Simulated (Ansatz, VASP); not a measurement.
**As: VASP beside Ansatz**

File INCAR:

```
PREC = Accurate ; ENCUT = 520
EDIFF = 1E-6 ; ISMEAR = -1
SIGMA = 0.05 ; LREAL = False
LASPH = True ; NELM = 100
ALGO = Normal ; ISIF = 2
LWAVE = False ; LCHARG = False
GGA = CA ; NBANDS = 12
```

Contents of KPOINTS:

```
regular mesh
0
Gamma
  9 9 9
```

Contents of POSCAR:

```
As
1.0
    0.0000000000      2.8744485395      2.8744485395
    2.8744485395      0.0000000000      2.8744485395
    2.8744485395      2.8744485395      0.0000000000
As
2
Direct
   -0.2375000000     -0.0875000000     -0.0875000000
    0.2375000000      0.0875000000      0.0875000000
```

Input for Ansatz:

```yaml
crystal:
  lattice:
    - [0.0, 2.8744485395, 2.8744485395]
    - [2.8744485395, 0.0, 2.8744485395]
    - [2.8744485395, 2.8744485395, 0.0]
  atoms:
    - { symbol: As, position: [-0.2375, -0.0875, -0.0875] }
    - { symbol: As, position: [0.2375, 0.0875, 0.0875] }
kpoints:
  mp_grid: { grid: [9, 9, 9] }
scf:
  occupations: { method: fermi_dirac, width: 0.05 }
hamiltonian:
  xc: lda
  pseudopotentials: { kind: all_electron, lapw: { basis_error: 0.001 } }
output:
  forces: true
  stress: true
  eigenvalues: true
  populations: true
```

Change from the starting cell: shortest bond scaled by 0.7, LAPW.

Alike in both runs: task single point; functional LDA; k mesh 9 × 9 × 9; occupations fermi-dirac, width 0.05 eV; no spin polarisation.

|  | VASP | Ansatz |
| --- | --- | --- |
| version | VASP 6.6.1 | Ansatz 0.2.0 |
| potentials or method | VASP PAW LDA potentials, release 64 (As), cutoff 520 eV | all-electron LAPW, scalar-relativistic |

```csv
,VASP,Ansatz,Ansatz less VASP
pressure (GPa),47.9,46.0,-1.88
"traceless stress, the component that is largest in VASP (GPa)",-45.98,-44.07,+1.911
rms of the force components (eV/Å),12.807,12.288,-0.5190
```

LDA's correlation is that of Perdew and Zunger in VASP and of Perdew and Wang (1992) in Ansatz. Atom by atom the forces differ by 0.519 eV/Å (rms over components). Both programs put the cell under a high pressure, so it lies far from rest at this level. Ansatz ran all-electron here, and VASP with PAW potentials.
